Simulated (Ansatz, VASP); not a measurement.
**One calculation of NaCl, two programs**

```
Na Cl
1.0
     0.00000    2.82699    2.82699
     2.82699    0.00000    2.82699
     2.82699    2.82699    0.00000
Na Cl
1 1
Direct
  0.00000 0.00000 0.00000
  0.50000 0.50000 0.50000
```

Alike in both runs: functional HSE06; k mesh 4 × 4 × 4; occupations gaussian, width 0.02 eV; no spin polarisation.

Ansatz relaxed the structure, and its values are those at the end. VASP's run is a single point on that final structure, the one shown.

```csv
,VASP,Ansatz
version,VASP 6.6.1,Ansatz 0.2.0
potentials or method,"VASP PAW PBE potentials, release 64 (Na_pv, Cl), cutoff 520 eV","scalar-relativistic, plane waves, PAW"
valence electrons in the cell,14,16
```

Ansatz gave:

```
gap on the k mesh at the Fermi level (eV) : 6.45
least direct gap on the mesh (eV)         : 6.45
pressure (GPa)                            : 0.0
```

Task: What did VASP give for the same quantities?

Result: gap on the k mesh at the Fermi level (eV): 6.44; least direct gap on the mesh (eV): 6.44; pressure (GPa): 0.0.

The functional is the same, so the differences come from potentials, cutoffs and numerics. VASP's potentials hold 14 valence electrons a cell and Ansatz's 16, so a difference there can come from the potentials and not from the codes.

The k mesh is coarse, so the values compare programs but aren't converged.
